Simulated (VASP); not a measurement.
A run of VASP 6.6.1 is set up as follows.

File INCAR:

```
SYSTEM = AlN
PREC = Accurate
ENCUT = 520
EDIFF = 1E-7
ISMEAR = 0
SIGMA = 0.1
LREAL = .False.
LASPH = .True.
NELM = 60
ALGO = Normal
ISIF = 2
LWAVE = .False.
LCHARG = .True.
GGA = PE
LELF = .True.
LVHAR = .True.
NBANDS = 16
```

Contents of KPOINTS:

```
regular mesh
0
Gamma
  8 8 8
  0 0 0
```

The input POSCAR:

```
AlN
1.0
    0.0000000000      2.8173915447      4.8437873806
    1.4341071650      0.0000000000      4.8437873806
    1.4341071650      2.8173915447      0.0000000000
Al N
2 2
Direct
    0.9337497869      0.9337497869      0.5662502131
    0.6837497869      0.6837497869      0.3162502131
    0.3162502131      0.3162502131      0.6837497869
    0.5662502131      0.5662502131      0.9337497869
```

Potentials or basis: VASP PAW PBE potentials, release 64 (Al, N).

Launch:

```sh
$ cat potpaw_PBE.64/Al/POTCAR potpaw_PBE.64/N/POTCAR > POTCAR
$ mpirun -np 1 vasp_std > vasp.out
```

(1) Predict the pressure.

(2) Estimate the band gap on the k mesh.

## Answers

(1) -0.3 GPa.

(2) 3.17 eV.
